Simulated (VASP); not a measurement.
A run of VASP 6.6.1:

The input INCAR:

```
SYSTEM = Ti
  ALGO = Normal
  EDIFF = 1E-6
  ENCUT = 520
  GGA = PE
  ISIF = 2
  ISMEAR = 0
  ISYM = 0
  LASPH = .True.
  LCHARG = .False.
  LREAL = .False.
  LWAVE = .False.
  NBANDS = 12
  NELM = 80
  PREC = Accurate
  SIGMA = 0.1
```

The input KPOINTS:

```
k-points
0
Gamma
  12 12 17
  0 0 0
```

POSCAR

```
Ti
1.0
    2.9076478655      0.0000000000      0.0000000000
    0.0000000000      2.9076478655      0.0000000000
    1.4538239327      1.4538239327      2.0560175230
Ti
1
Direct
    0.0000000000      0.0000000000      0.0000000000
```

Potentials or basis: VASP PAW PBE potentials, release 64 (Ti_sv).

The run is started by

```sh
$ cat potpaw_PBE.64/Ti_sv/POTCAR > POTCAR
$ mpirun -np 1 vasp_std > vasp.out
```

Hardware: 1 thread of Intel Xeon 8259CL (shared host).

**Question.** How long does it take, and how much memory?

**Answer.** Run time: 4.2 min on 1 thread of Intel Xeon 8259CL (shared host), peak memory 0.35 GiB. Counts: scf iterations 12, k points 1226.
